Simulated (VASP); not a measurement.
A run of VASP 6.6.1 is set up as follows.

INCAR

```
ALGO = Normal ; EDIFF = 1E-6
ENCUT = 520 ; ISIF = 2
ISMEAR = -1 ; LASPH = T
LCHARG = F ; LREAL = F
LWAVE = F ; NBANDS = 15
NELM = 80 ; PREC = Accurate
SIGMA = 0.1
```

KPOINTS

```
k-points
0
Gamma
  14 14 8
```

File POSCAR:

```
Os
1.0
    2.7175247593      0.0000000000      0.0000000000
   -1.3587623796      2.3534454770      0.0000000000
    0.0000000000      0.0000000000      4.2844606214
Os
2
Direct
    0.3333333333      0.6666666667      0.2500000000
    0.6666666667      0.3333333333      0.7500000000
```

Potentials or basis: VASP PAW LDA potentials, release 64 (Os).

Command:

```console
$ cat potpaw_LDA.64/Os/POTCAR > POTCAR
$ mpirun -np 1 vasp_std > vasp.out
```

**Question.** Predict the band gap on the k mesh.

**Answer.** Zero (bands 8 and 9 overlap by 3.87 eV).

**Question.** What does it give for the pressure?

**Answer.** 1.1 GPa.

Stress tensor (GPa, compression positive):
```
0.98 0.00 0.00
0.00 0.98 0.00
0.00 0.00 1.43
```

Caveat: spin-orbit coupling is left out, which moves the levels of the heavy elements.
